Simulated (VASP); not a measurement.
Set up this calculation in VASP 6.6.1, as the native input.

```
Task                   : single point
Functional             : LDA
Potentials or basis    : VASP PAW LDA potentials, release 64 (Zn, S)
Cutoff                 : 520 eV
k mesh                 : 9 × 9 × 9
Occupations            : fermi-dirac, width 0.05 eV
Spin                   : no spin polarisation
Dipole correction      : no
Further INCAR settings : ALGO = Normal; EDIFF = 1e-06; NBANDS = 16
```

The structure of ZnS lies in POSCAR:

```
ZnS
1.0
    0.0000000000      2.6838652254      2.6838652254
    2.6838652254      0.0000000000      2.6838652254
    2.6838652254      2.6838652254      0.0000000000
Zn S
1 1
Direct
    0.7500000000      0.7500000000      0.7500000000
    0.0000000000      0.0000000000      0.0000000000
```

The input as run:

INCAR

```
  PREC = Accurate
  ENCUT = 520
  EDIFF = 1E-6
  ISMEAR = -1
  SIGMA = 0.05
  LREAL = False
  LASPH = True
  NELM = 100
  ALGO = Normal
  ISIF = 2
  LWAVE = False
  LCHARG = True
  GGA = CA
  LELF = True
  LVHAR = True
  NBANDS = 16
```

KPOINTS

```
Automatic mesh
0
Gamma
  9 9 9
```

Potentials or basis: VASP PAW LDA potentials, release 64 (Zn, S).

The run is started by

```console
$ cat potpaw_LDA.64/Zn/POTCAR potpaw_LDA.64/S/POTCAR > POTCAR
$ mpirun -np 1 vasp_std > vasp.out
```

It gave:

- Pressure: -2.9 GPa
- Band gap on the k mesh: 1.98 eV, direct

Run time: 20 s on 1 thread of Intel Xeon 6975P-C (shared host), peak memory 0.15 GiB.
